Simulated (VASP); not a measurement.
Write the native input for VASP 6.6.1 that does the following.

```yaml
Task: relaxation of cell and atoms
Functional: PBE
Potentials_or_basis: VASP PAW PBE potentials, release 64 (Sc_sv, Cd, F)
Cutoff: 600 eV
k_mesh: 6 × 6 × 2
Occupations: gaussian, width 0.1 eV
Spin: no spin polarisation
Dipole_correction: no
Further_INCAR_settings: ALGO = Normal; EDIFF = 1e-06; IBRION = 2; EDIFFG = -0.04; NSW = 90; ISIF = 3
```

The structure of ScCdF3 lies in POSCAR:

```
ScCdF3
1.0
    3.3245179600      0.0000000000      0.0000000000
   -1.6622589800      2.8791170100      0.0000000000
    0.0000000000      0.0000000000      7.8753943600
Sc Cd F
1 1 3
Direct
    0.0000000000      0.0000000000      0.0000000000
    0.0000000000      0.0000000000      0.5000000000
    0.5000000000      0.0000000000      0.0000000000
    0.0000000000      0.5000000000      0.0000000000
    0.5000000000      0.5000000000      0.0000000000
```

The cell was built from a structure type or drawn by symmetry, and may not be a known phase.

The input as run:

INCAR

```
PREC = Accurate ; ENCUT = 600
EDIFF = 1E-6 ; ISMEAR = 0
SIGMA = 0.1 ; LREAL = False
LASPH = True ; NELM = 80
ALGO = Normal ; ISIF = 3
LWAVE = False ; LCHARG = False
GGA = PE ; IBRION = 2
NSW = 90 ; EDIFFG = -0.04
```

KPOINTS

```
Automatic mesh
0
Gamma
  6 6 2
```

Potentials or basis: VASP PAW PBE potentials, release 64 (Sc_sv, Cd, F).

Run with:

```sh
$ cat potpaw_PBE.64/Sc_sv/POTCAR potpaw_PBE.64/Cd/POTCAR potpaw_PBE.64/F/POTCAR > POTCAR
$ mpirun -np 1 vasp_std > vasp.out
```

Results of the run:

The relaxed volume is 20.62 Å³/atom and the relaxed cell is a = 4.297 Å, b = 4.297 Å, c = 6.446 Å, α = 90.00°, β = 90.00°, γ = 120.00°. The space group after relaxing (to 0.1 Å) is P6/mmm (No. 191). The pressure after relaxing is 0.2 GPa and the band gap on the k mesh is zero (bands 22 and 23 overlap by 0.08 eV).

Caveat: the k points lie up to 0.49 Å⁻¹ apart in the final cell; the volume moved by over 15 % at a fixed basis, so the end points are rough.

Wall time 17 min on 1 thread of Intel Xeon 8259CL, with other jobs on the host, peak memory 0.25 GiB.
